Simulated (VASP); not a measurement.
Write the native input for VASP 6.6.1 that does the following.

```yaml
Task: relaxation of shape and atoms at fixed volume
Functional: r2SCAN
Potentials_or_basis: VASP PAW PBE potentials, release 64 (B, N)
Cutoff: 600 eV
k_mesh: 12 × 12 × 6
Occupations: gaussian, width 0.02 eV
Spin: no spin polarisation
Dipole_correction: no
Further_INCAR_settings: ALGO = Normal; EDIFF = 1e-06; IBRION = 2; EDIFFG = -0.01; NSW = 50; ISIF = 4
```

The system is BN.

```
B N
1.0
     2.62608    0.00000    0.00000
    -1.31304    2.27425    0.00000
     0.00000    0.00000    4.34360
B N
2 2
Direct
  0.66667 0.33333 0.00006
  0.33333 0.66667 0.50006
  0.66667 0.33333 0.62494
  0.33333 0.66667 0.12494
```

These files were run (other wordings do the same):

POSCAR

```
BN
1.0
    2.6260761173      0.0000000000      0.0000000000
   -1.3130380587      2.2742486298      0.0000000000
    0.0000000000      0.0000000000      4.3436043041
B N
2 2
Direct
    0.6666666667      0.3333333333      1.0000618429
    0.3333333333      0.6666666667      0.5000618429
    0.6666666667      0.3333333333      0.6249381571
    0.3333333333      0.6666666667      0.1249381571
```

INCAR.step1

```
SYSTEM = BN
  ALGO = Normal
  EDIFF = 1E-4
  ENCUT = 600
  GGA = PE
  ISMEAR = 0
  LASPH = .True.
  LCHARG = .False.
  LREAL = .False.
  LWAVE = .True.
  NELM = 80
  PREC = Accurate
  SIGMA = 0.02
```

INCAR.step2

```
SYSTEM = BN
  ALGO = Normal
  EDIFF = 1E-6
  EDIFFG = -0.01
  ENCUT = 600
  IBRION = 2
  ISIF = 4
  ISMEAR = 0
  ISTART = 1
  LASPH = .True.
  LCHARG = .False.
  LMIXTAU = .True.
  LREAL = .False.
  LWAVE = .False.
  METAGGA = R2SCAN
  NELM = 80
  NSW = 50
  PREC = Accurate
  SIGMA = 0.02
```

KPOINTS

```
k-points
0
Gamma
  12 12 6
  0 0 0
```

Potentials or basis: VASP PAW PBE potentials, release 64 (B, N).

Launch:

```bash
$ cat potpaw_PBE.64/B/POTCAR potpaw_PBE.64/N/POTCAR > POTCAR
$ cp INCAR.step1 INCAR
$ mpirun -np 1 vasp_std > vasp.out
$ cp INCAR.step2 INCAR
$ mpirun -np 1 vasp_std > vasp.out
```

It gave:

The energy gained by relaxing is 0.0 meV/atom, the ionic steps are 3 and the pressure after relaxing is -30.4 GPa. The band gap on the k mesh is 5.88 eV (least direct gap 8.48 eV).

Caveat: the PAW data sets were made with another functional, which shifts forces and pressure a little.

It took 110 s on 1 thread of Intel(R) Xeon(R) Platinum 8488C (Sapphire Rapids), with other jobs on the host, peak memory 0.17 GiB.
